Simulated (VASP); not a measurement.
Write the native input for VASP 6.6.1 that does the following.

- Task: single point
- Functional: PBE
- Potentials or basis: VASP PAW PBE potentials, release 64 (Sn_d)
- Cutoff: 520 eV
- k mesh: 7 × 7 × 1
- Occupations: fermi-dirac, width 0.02 eV
- Spin: no spin polarisation
- Dipole correction: yes
- Further INCAR settings: ALGO = Normal; EDIFF = 1e-06; NBANDS = 51

The structure of Sn lies in POSCAR:

```
Sn
1.0
    4.7064645918      0.0000000000      0.0000000000
    0.0000000000      4.7064645918      0.0000000000
    0.0000000000      0.0000000000     15.3428000000
Sn
6
Direct
    0.7500000000      0.0000000000      0.2281198747
    0.2500000000      0.0000000000      0.3366087583
    0.2500000000      0.5000000000      0.4465179552
    0.7500000000      0.5000000000      0.5534820435
    0.7500000000      0.0000000000      0.6633912416
    0.2500000000      0.0000000000      0.7718801253
```

One way to write it, as run:

INCAR

```
SYSTEM = Sn
PREC = Accurate
ENCUT = 520
EDIFF = 1E-6
ISMEAR = -1
SIGMA = 0.02
LREAL = .FALSE.
LASPH = .TRUE.
NELM = 80
ALGO = Normal
ISIF = 2
LWAVE = .FALSE.
LCHARG = .FALSE.
LDIPOL = .TRUE.
IDIPOL = 3
DIPOL = 0.5 0.5 0.500
GGA = PE
NBANDS = 51
```

KPOINTS

```
regular mesh
0
G
  7 7 1
  0 0 0
```

Potentials or basis: VASP PAW PBE potentials, release 64 (Sn_d).

Command:

```bash
$ cat potpaw_PBE.64/Sn_d/POTCAR > POTCAR
$ mpirun -np 1 vasp_std > vasp.out
```

It gave:

```
Largest force          : 0.010 eV/Å
Band gap on the k mesh : zero (bands 42 and 43 overlap by 0.74 eV)
```

Caveat: spin-orbit coupling is left out, which moves the levels of the heavy elements.

Run time: 3.8 min on 1 thread of Intel(R) Xeon(R) Platinum 8488C (Sapphire Rapids), on a shared host, peak memory 0.48 GiB.
